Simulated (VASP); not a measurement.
A run of VASP 6.6.1:

POSCAR

```
In
1.0
   -1.6222384192      1.6222384192      2.4965134372
    1.6222384192     -1.6222384192      2.4965134372
    1.6222384192      1.6222384192     -2.4965134372
In
1
Direct
    0.0000000000      0.0000000000      0.0000000000
```

INCAR.step1

```
PREC = Accurate
ENCUT = 520
ISMEAR = -1
SIGMA = 0.08
LREAL = F
LASPH = T
NELM = 100
NBANDS = 12
GGA = PE
ALGO = Normal
EDIFF = 1E-4
LWAVE = T
LCHARG = F
```

The input INCAR.step2:

```
PREC = Accurate
ENCUT = 520
EDIFF = 1E-6
ISMEAR = -1
SIGMA = 0.08
LREAL = F
LASPH = T
NELM = 100
ALGO = Normal
ISIF = 2
LWAVE = F
LCHARG = F
METAGGA = R2SCAN
LMIXTAU = T
NBANDS = 12
ISTART = 1
```

KPOINTS

```
regular mesh
0
Gamma
  14 14 14
```

Potentials or basis: VASP PAW PBE potentials, release 64 (In_d).

Run with:

```sh
$ cat potpaw_PBE.64/In_d/POTCAR > POTCAR
$ cp INCAR.step1 INCAR
$ mpirun -np 1 vasp_std > vasp.out
$ cp INCAR.step2 INCAR
$ mpirun -np 1 vasp_std > vasp.out
```

Hardware: 1 thread of Intel Xeon 8259CL (shared host).

Q: How long does it take, and how much memory?

A: Run time: 6.8 min on 1 thread of Intel Xeon 8259CL, with other jobs on the host, peak memory 0.22 GiB. Counts: k points 244.
